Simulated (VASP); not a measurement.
Wanted: the native input for a VASP 6.6.1 run.

```
Task                   : single point
Functional             : PBEsol
Potentials or basis    : VASP PAW PBE potentials, release 64 (Li_sv, Cl)
Cutoff                 : 520 eV
k mesh                 : 8 × 8 × 8
Occupations            : gaussian, width 0.05 eV
Spin                   : no spin polarisation
Dipole correction      : no
Further INCAR settings : ALGO = Normal; EDIFF = 1e-06; NBANDS = 12
```

The structure of LiCl lies in POSCAR:

```
LiCl
1.0
    0.0000000000      2.5904076000      2.5647600000
    2.5904076000      0.0000000000      2.5647600000
    2.5904076000      2.5904076000      0.0000000000
Li Cl
1 1
Direct
    0.0000000000      0.0000000000      0.0000000000
    0.5000000000      0.5000000000      0.5000000000
```

This cell differs from its parent crystal: strain +0.0100 x Voigt [1, 1, 0, 0, 0, 0].

These files were run (other wordings do the same):

INCAR

```
SYSTEM = LiCl
PREC = Accurate
ENCUT = 520
EDIFF = 1E-6
ISMEAR = 0
SIGMA = 0.05
LREAL = .False.
LASPH = .True.
NELM = 80
ALGO = Normal
ISIF = 2
LWAVE = .False.
LCHARG = .False.
GGA = PS
NBANDS = 12
```

KPOINTS

```
Automatic mesh
0
Gamma
  8 8 8
  0 0 0
```

Potentials or basis: VASP PAW PBE potentials, release 64 (Li_sv, Cl).

Run with:

```console
$ cat potpaw_PBE.64/Li_sv/POTCAR potpaw_PBE.64/Cl/POTCAR > POTCAR
$ mpirun -np 1 vasp_std > vasp.out
```

It gave:

```yaml
Band_gap_on_the_k_mesh: 6.02 eV
```

Caveat: the cell differs from its parent crystal (strain +0.0100 x Voigt [1, 1, 0, 0, 0, 0]).

It took 40 s on 1 thread of Intel Xeon 8259CL, with other jobs on the host, peak memory 0.16 GiB.
